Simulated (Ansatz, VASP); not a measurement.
## Na: VASP beside Ansatz

Contents of INCAR:

```
  PREC = Accurate
  ENCUT = 520
  EDIFF = 1E-6
  ISMEAR = -1
  SIGMA = 0.1
  LREAL = F
  LASPH = T
  NELM = 80
  ALGO = Normal
  ISIF = 2
  LWAVE = F
  LCHARG = T
  GGA = RP
  LELF = T
  LVHAR = T
  NBANDS = 10
```

Contents of KPOINTS:

```
Automatic mesh
0
Gamma
  17 17 17
```

The input POSCAR:

```
Na
1.0
   -2.1992236141      2.1992236141      2.1992236141
    2.1992236141     -2.1992236141      2.1992236141
    2.1992236141      2.1992236141     -2.1992236141
Na
1
Direct
    0.0000000000      0.0000000000      0.0000000000
```

Input for Ansatz:

```yaml
crystal:
  lattice:
    - [-2.199223615, 2.199223615, 2.199223615]
    - [2.199223615, -2.199223615, 2.199223615]
    - [2.199223615, 2.199223615, -2.199223615]
  atoms:
    - { symbol: Na, position: [0.0, 0.0, 0.0] }
hamiltonian:
  xc: rpbe
  pseudopotentials:
    kind: paw
    azcp:
      Na: "pseudopotentials/Na.paw.azcp"
basis:
  ecutwfc: 420
  fft_grid_basis: typed
kpoints:
  mp_grid: { grid: [17, 17, 17], shift: [0, 0, 0] }
magnetization:
  spin_polarized: false
scf:
  occupations: { method: fermi_dirac, width: 0.1 }
output:
  stress: true
```

Alike in both runs: task single point; functional RPBE; k mesh 17 × 17 × 17; occupations fermi-dirac, width 0.1 eV; no spin polarisation.

|  | VASP | Ansatz |
| --- | --- | --- |
| version | VASP 6.6.1 | Ansatz 0.2.0 |
| potentials or method | VASP PAW PBE potentials, release 64 (Na_pv), cutoff 520 eV | plane waves (420 eV) with PAW, scalar-relativistic |
| valence electrons in the cell | 7 | 9 |

```csv
,VASP,Ansatz,Ansatz less VASP
pressure (GPa),-0.4,-0.5,-0.02
```

VASP's potentials were made for PBE, not for RPBE. VASP's potentials hold 7 valence electrons a cell and Ansatz's 9, so a difference there can come from the potentials and not from the codes.
